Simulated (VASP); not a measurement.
Wanted: the native input for a VASP 6.6.1 run.

```yaml
Task: relaxation of cell and atoms
Functional: PBE
Potentials_or_basis: VASP PAW PBE potentials, release 64 (Cu, Au, H)
Cutoff: 600 eV
k_mesh: 8 × 8 × 8
Occupations: gaussian, width 0.1 eV
Spin: no spin polarisation
Dipole_correction: no
Further_INCAR_settings: ALGO = Normal; EDIFF = 1e-07; IBRION = 2; EDIFFG = -0.025; NSW = 90; ISIF = 3
```

The structure of Cu3H3Au lies in POSCAR:

```
Cu3H3Au
1.0
    4.0121024222      0.0000000000      0.0000000000
    0.0000000000      4.0121024222      0.0000000000
    0.0000000000      0.0000000000      4.0121024222
Cu Au H
3 1 3
Direct
    1.0000000000      0.5000000000      0.5000000000
    0.5000000000      1.0000000000      0.5000000000
    0.5000000000      0.5000000000      1.0000000000
    0.0000000000      1.0000000000      1.0000000000
    0.0000000000      0.0000000000      0.5000000000
    0.5000000000      0.0000000000      0.0000000000
    0.0000000000      0.5000000000      0.0000000000
```

The input as run:

INCAR

```
SYSTEM = Cu3H3Au
PREC = Accurate
ENCUT = 600
EDIFF = 1E-7
ISMEAR = 0
SIGMA = 0.1
LREAL = .FALSE.
LASPH = .TRUE.
NELM = 120
ALGO = Normal
ISIF = 3
LWAVE = .FALSE.
LCHARG = .FALSE.
GGA = PE
IBRION = 2
NSW = 90
EDIFFG = -0.025
GGA_COMPAT = .FALSE.
NELMIN = 4
```

KPOINTS

```
Automatic mesh
0
G
  8 8 8
  0 0 0
```

Potentials or basis: VASP PAW PBE potentials, release 64 (Cu, Au, H).

Launch:

```sh
$ cat potpaw_PBE.64/Cu/POTCAR potpaw_PBE.64/Au/POTCAR potpaw_PBE.64/H/POTCAR > POTCAR
$ mpirun -np 1 vasp_std > vasp.out
```

It gave:

The pressure after relaxing is -0.2 GPa and the band gap on the k mesh is zero (an odd number of electrons rules out a gap without spin polarisation).

Caveat: the relaxation stopped at its first step, so nothing moved; spin-orbit coupling is left out, which moves the levels of the heavy elements.

It took 27 s on 1 thread of Intel(R) Xeon(R) 6975P-C (Granite Rapids) (shared host), peak memory 0.22 GiB.
